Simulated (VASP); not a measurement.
# AlN in VASP: notebook, part 2 of 2

VASP 6.6.1.

### 3 Dielectric tensor, r2SCAN (epitaxial 111 strain -4.0%)

INCAR reads:

```
ALGO = Normal ; EDIFF = 1E-8
ENCUT = 520 ; ISIF = 2
ISMEAR = 0 ; LASPH = True
LCALCEPS = True ; LCHARG = False
LMIXTAU = True ; LREAL = False
LWAVE = False ; METAGGA = R2SCAN
NELM = 80 ; PREC = Accurate
SIGMA = 0.01
```

KPOINTS reads:

```
k-points
0
Gamma
  8 8 8
```

POSCAR reads:

```
AlN
1.0
    0.0784759504      2.1759573064      2.1759573064
    2.1759573064      0.0784759504      2.1759573064
    2.1759573064      2.1759573064      0.0784759504
Al N
1 1
Direct
    0.0026685146      0.0026685146      0.0026685146
    0.2473314854      0.2473314854      0.2473314854
```

Potentials or basis: VASP PAW PBE potentials, release 64 (Al, N).

Run with:

```sh
$ cat potpaw_PBE.64/Al/POTCAR potpaw_PBE.64/N/POTCAR > POTCAR
$ mpirun -np 1 vasp_std > vasp.out
```

OUTCAR:

```text
EDIFF = 1E-8
   ENCUT = 520
   ISIF = 2
   ISMEAR = 0
   LASPH = True
   LREAL = False
   METAGGA = R2SCAN
   NELM = 80
   PREC = Accurate

 ion  position               nearest neighbor table
   1  0.003  0.003  0.003-   2 1.84   2 1.84   2 1.84   2 1.88
   2  0.247  0.247  0.247-   1 1.84   1 1.84   1 1.84   1 1.88

  LATTYP: Found a trigonal (rhomboedric) cell.
 ALAT       =     3.0782688111
 COS(alpha) =     0.5357166235

  Lattice vectors:

 A1 = (   0.0784759504,   2.1759573064,   2.1759573064)
 A2 = (   2.1759573064,   0.0784759504,   2.1759573064)
 A3 = (   2.1759573064,   2.1759573064,   0.0784759504)

Analysis of symmetry for initial positions (statically):
=====================================================================
 Subroutine PRICEL returns:
 Original cell was already a primitive cell.

 Routine SETGRP: Setting up the symmetry group for a
 trigonal (rhombohedral) supercell.

[... 457 lines left out ...]
  y    -0.03321    -0.00371    -0.03321    -0.04600    -0.04600    -0.68972
  z    -0.03321    -0.03321    -0.00371    -0.68972    -0.04600    -0.04600

 PIEZOELECTRIC TENSOR (including local field effects) (C/m^2)
          XX          YY          ZZ          XY          YZ          ZX
  --------------------------------------------------------------------------------
  x    -0.00305    -0.02730    -0.02730    -0.03781    -0.56695    -0.03782
  y    -0.02730    -0.00305    -0.02730    -0.03782    -0.03781    -0.56695
  z    -0.02730    -0.02730    -0.00305    -0.56695    -0.03782    -0.03781

 BORN EFFECTIVE CHARGES (including local field effects) (in |e|, cummulative output)
 ---------------------------------------------------------------------------------
 ion    1
    1     2.50981     0.01343     0.01343
    2     0.01343     2.50981     0.01343
    3     0.01343     0.01343     2.50981
 ion    2
    1    -2.50981    -0.01343    -0.01343
    2    -0.01343    -2.50981    -0.01343
    3    -0.01343    -0.01343    -2.50981

  FORCE on cell =-STRESS in cart. coord.  units (eV):
  Direction    XX          YY          ZZ          XY          YZ          ZX
  --------------------------------------------------------------------------------------
  -------------------------------------------------------------------------------------
  Total        1.9373350      1.9373350      1.9373350     -0.9999060     -0.9999060     -0.9999060
  in kB      159.2491361    159.2491361    159.2491361    -82.1923782    -82.1923782    -82.1923782
  external PRESSURE =     159.2491361 kB  Pullay stress =       0.0000000 kB

 VOLUME and BASIS-vectors are now :
 -----------------------------------------------------------------------------
  energy-cutoff  :      520.00
  volume of cell :       19.49
      direct lattice vectors                 reciprocal lattice vectors
     0.078475950  2.175957306  2.175957306    -0.242603611  0.234158673  0.234158673
     2.175957306  0.078475950  2.175957306     0.234158673 -0.242603611  0.234158673
     2.175957306  2.175957306  0.078475950     0.234158673  0.234158673 -0.242603611

 POSITION                                       TOTAL-FORCE (eV/Angst)
 -----------------------------------------------------------------------------------
      0.01182      0.01182      0.01182         0.004774      0.004774      0.004774
      1.09578      1.09578      1.09578        -0.004774     -0.004774     -0.004774
 -----------------------------------------------------------------------------------
    total drift:                                0.002071      0.002071      0.002071

  FREE ENERGIE OF THE ION-ELECTRON SYSTEM (eV)
  ---------------------------------------------------
  free  energy   TOTEN  =       -19.0622890326 eV

  energy  without entropy=      -19.0622890326  energy(sigma->0) =      -19.06228903
```

OSZICAR:

```text
N       E                     dE             d eps       ncg     rms          rms(c)
DAV:   1     0.694752633591E+01    0.69475E+01   -0.42882E+03  1080   0.866E+02
DAV:   2    -0.229983221119E+02   -0.29946E+02   -0.29101E+02  1440   0.155E+02
DAV:   3    -0.234818472828E+02   -0.48353E+00   -0.48353E+00  1200   0.254E+01
[... 13 lines left out ...]
DMP:   8    -0.190622889454E+02   -0.53403E-07   -0.72480E-07  1200   0.167E-06   0.280E-07
DMP:   9    -0.190622889821E+02   -0.36695E-07   -0.47552E-07  1200   0.952E-07   0.457E-07
DMP:  10    -0.190622890099E+02   -0.27845E-07   -0.23816E-07  1200   0.423E-07   0.333E-07
DMP:  11    -0.190622890248E+02   -0.14902E-07   -0.10532E-07  1200   0.206E-07   0.111E-07
DMP:  12    -0.190622890326E+02   -0.78163E-08   -0.57463E-08  1200   0.121E-07   0.436E-08
   1 F= -.19062289E+02 E0= -.19062289E+02  d E =-.187472E-13
```

stdout:

```text
POSCAR found type information on POSCAR AlN
 POSCAR found :  2 types and       2 ions
 scaLAPACK will be used
 -----------------------------------------------------------------------------
|                                                                             |
[... 92 lines left out ...]
dp_tot=(  0.577E-04  0.577E-04  0.342E-02 )  diag[e(oo)]=(    ---      ---    4.17269 )
 p_tot=(  0.557E+01  0.557E+01  0.557E+01 )
dp_tot=(  0.572E-04  0.572E-04  0.341E-02 )  diag[e(oo)]=(    ---      ---    4.16975 )
 p_tot=(  0.557E+01  0.557E+01  0.557E+01 )
dp_tot=(  0.568E-04  0.568E-04  0.342E-02 )  diag[e(oo)]=(    ---      ---    4.17377 )
 final diagonalization full
 p_tot=(  0.557E+01  0.557E+01  0.557E+01 )
dp_tot=(  0.566E-04  0.565E-04  0.342E-02 )  diag[e(oo)]=(    ---      ---    4.17574 )
```

It took 15 min on 1 thread of AMD EPYC 9R45 (Zen 5), shared host; peak memory 0.22 GiB.

What came out:

| Property | Result |
| --- | --- |
| Band gap on the k mesh | 3.73 eV, indirect (least direct gap 5.21 eV) |
| Electronic dielectric tensor (diagonal) | 4.18 |
| Born charges (mean of the diagonal) | Al +2.51; N -2.51 e |

Electronic dielectric tensor:
```
4.18 0.05 0.05
0.05 4.18 0.05
0.05 0.05 4.18
```

Born effective charge tensors (e):
atom 1, Al
```
2.51 0.01 0.01
0.01 2.51 0.01
0.01 0.01 2.51
```
atom 2, N
```
-2.51 -0.01 -0.01
-0.01 -2.51 -0.01
-0.01 -0.01 -2.51
```

Dipole moments of the cell (e·Å, modulo the quantum): ionic 5.514, 5.514, 5.514; electronic 0.056, 0.056, 0.059

Caveat: the cell differs from its parent crystal (epitaxial 111 strain -4.0%); the PAW data sets were made with another functional, which shifts forces and pressure a little. A k mesh can miss the band edges.

### 4 Dielectric tensor, r2SCAN (epitaxial 111 strain -3.0%)

INCAR reads:

```
ALGO     = Normal         # electronic algorithm
EDIFF    = 1E-8           # SCF threshold, eV
ENCUT    = 520            # plane-wave cutoff, eV
ISIF     = 2              # what is computed and relaxed
ISMEAR   = 0              # smearing method
LASPH    = T              # aspherical terms in the spheres
LCALCEPS = T            
LCHARG   = F              # write CHGCAR
LMIXTAU  = T            
LREAL    = F              # projectors in reciprocal space
LWAVE    = F              # write WAVECAR
METAGGA  = R2SCAN         # meta-GGA
NELM     = 60             # most SCF steps
PREC     = Accurate       # precision mode
SIGMA    = 0.01           # smearing width, eV
```

KPOINTS is that of step 3.

POSCAR reads:

```
AlN
1.0
    0.0587843221      2.1781144422      2.1781144422
    2.1781144422      0.0587843221      2.1781144422
    2.1781144422      2.1781144422      0.0587843221
Al N
1 1
Direct
    0.0019441439      0.0019441439      0.0019441439
    0.2480558561      0.2480558561      0.2480558561
```

Potentials or basis: VASP PAW PBE potentials, release 64 (Al, N).

Run with:

```sh
$ cat potpaw_PBE.64/Al/POTCAR potpaw_PBE.64/N/POTCAR > POTCAR
$ mpirun -np 1 vasp_std > vasp.out
```

OUTCAR:

```text
EDIFF = 1E-8
   ENCUT = 520
   ISIF = 2
   ISMEAR = 0
   LASPH = T
   LREAL = F
   METAGGA = R2SCAN
   NELM = 60
   PREC = Accurate

 ion  position               nearest neighbor table
   1  0.002  0.002  0.002-   2 1.85   2 1.85   2 1.85   2 1.88
   2  0.248  0.248  0.248-   1 1.85   1 1.85   1 1.85   1 1.88

  LATTYP: Found a trigonal (rhomboedric) cell.
 ALAT       =     3.0808798489
 COS(alpha) =     0.5267967731

  Lattice vectors:

[... 485 lines left out ...]
 ion    2
    1    -2.51101    -0.01019    -0.01019
    2    -0.01019    -2.51101    -0.01019
    3    -0.01019    -0.01019    -2.51101

  FORCE on cell =-STRESS in cart. coord.  units (eV):
  Direction    XX          YY          ZZ          XY          YZ          ZX
  --------------------------------------------------------------------------------------
  -------------------------------------------------------------------------------------
  Total        1.4100875      1.4100875      1.4100875     -0.7359281     -0.7359281     -0.7359281
  in kB      113.9271999    113.9271999    113.9271999    -59.4588790    -59.4588790    -59.4588790
  external PRESSURE =     113.9271999 kB  Pullay stress =       0.0000000 kB

 VOLUME and BASIS-vectors are now :
 -----------------------------------------------------------------------------
  energy-cutoff  :      520.00
  volume of cell :       19.83
      direct lattice vectors                 reciprocal lattice vectors
     0.058784322  2.178114442  2.178114442    -0.239064842  0.232782366  0.232782366
     2.178114442  0.058784322  2.178114442     0.232782366 -0.239064842  0.232782366
     2.178114442  2.178114442  0.058784322     0.232782366  0.232782366 -0.239064842

 POSITION                                       TOTAL-FORCE (eV/Angst)
 -----------------------------------------------------------------------------------
      0.00858      0.00858      0.00858         0.003673      0.003673      0.003673
      1.09517      1.09517      1.09517        -0.003673     -0.003673     -0.003673
 -----------------------------------------------------------------------------------
    total drift:                                0.001617      0.001617      0.001617

  FREE ENERGIE OF THE ION-ELECTRON SYSTEM (eV)
  ---------------------------------------------------
  free  energy   TOTEN  =       -19.1153665841 eV

  energy  without entropy=      -19.1153665841  energy(sigma->0) =      -19.11536658
```

It took 16 min on 1 thread of AMD EPYC 9R45 (Zen 5), shared host; peak memory 0.22 GiB.

Results:

```yaml
Band_gap_on_the_k_mesh: 3.80 eV, indirect (least direct gap 5.16 eV)
Electronic_dielectric_tensor_diagonal: 4.19
Born_charges_mean_of_the_diagonal: Al +2.51; N -2.51 e
```

Electronic dielectric tensor:
```
4.19 0.04 0.04
0.04 4.19 0.04
0.04 0.04 4.19
```

Born effective charge tensors (e):
atom 1, Al
```
2.51 0.01 0.01
0.01 2.51 0.01
0.01 0.01 2.51
```
atom 2, N
```
-2.51 -0.01 -0.01
-0.01 -2.51 -0.01
-0.01 -0.01 -2.51
```

Dipole moments of the cell (e·Å, modulo the quantum): ionic 5.502, 5.502, 5.502; electronic 0.040, 0.040, 0.043

Caveat: the cell differs from its parent crystal (epitaxial 111 strain -3.0%); the PAW data sets were made with another functional, which shifts forces and pressure a little. A k mesh can miss the band edges.

### 5 The runs side by side

| cell | gap on the mesh (eV) |
| --- | --- |
| a = 3.090 Å, angles 60.0°, 2 atoms | 3.93 |
| a = 3.078 Å, angles 57.6°, 2 atoms | 3.73 |
| a = 3.081 Å, angles 58.2°, 2 atoms | 3.80 |

Alike in all rows: task dielectric tensor; level r2SCAN; potentials or basis VASP PAW PBE potentials, release 64 (Al, N); no spin polarisation; k mesh 8 × 8 × 8; cutoff (eV) 520; smearing gaussian 0.01 eV.

Caveats: the PAW data sets were made with another functional, which shifts forces and pressure a little.

Total energies depend on the potentials used, so only differences within one code and one set of settings carry meaning.
